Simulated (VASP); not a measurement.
Wanted: the native input for a VASP 6.6.1 run.

```yaml
Task: single point
Functional: PBEsol
Potentials_or_basis: VASP PAW PBE potentials, release 64 (Cu_sv_GW, O)
Cutoff: 820 eV
k_mesh: 6 × 6 × 4
Occupations: gaussian, width 0.1 eV
Spin: no spin polarisation
Dipole_correction: no
Further_INCAR_settings: ALGO = Normal; EDIFF = 1e-06; NBANDS = 33
```

The structure of CuO lies in POSCAR:

```
CuO
1.0
    1.9909680000     -2.1535500000      0.0000000000
    1.9909680000      2.1535500000      0.0000000000
    0.0000000000      0.0000000000      5.1559280000
Cu O
2 2
Direct
    0.0000000000      0.5000000000      0.0000000000
    0.5000000000      0.0000000000      0.5000000000
    0.5000000000      0.5000000000      0.2500000000
    0.5000000000      0.5000000000      0.7500000000
```

The input as run:

INCAR

```
SYSTEM = CuO
ALGO = Normal ; EDIFF = 1E-6
ENCUT = 820 ; GGA = PS
GGA_COMPAT = .False. ; ISIF = 2
ISMEAR = 0 ; LASPH = .True.
LCHARG = .False. ; LREAL = .False.
LWAVE = .False. ; NBANDS = 33
NELM = 120 ; PREC = Accurate
SIGMA = 0.1
```

KPOINTS

```
k-points
0
Gamma
  6 6 4
  0 0 0
```

Potentials or basis: VASP PAW PBE potentials, release 64 (Cu_sv_GW, O).

Command:

```console
$ cat potpaw_PBE.64/Cu_sv_GW/POTCAR potpaw_PBE.64/O/POTCAR > POTCAR
$ mpirun -np 1 vasp_std > vasp.out
```

It gave:

```yaml
Pressure: -6.9 GPa
Band_gap_on_the_k_mesh: zero (bands 25 and 26 overlap by 1.10 eV)
```

Caveat: the cell stands under tension; the PAW data sets were made with another functional, which shifts forces and pressure a little; semilocal functionals often make such compounds metallic where correlation or magnetic order opens a gap, which also shifts bond lengths.

Wall time 120 s on 1 thread of Intel(R) Xeon(R) 6975P-C (Granite Rapids), with other jobs on the host, peak memory 0.26 GiB.
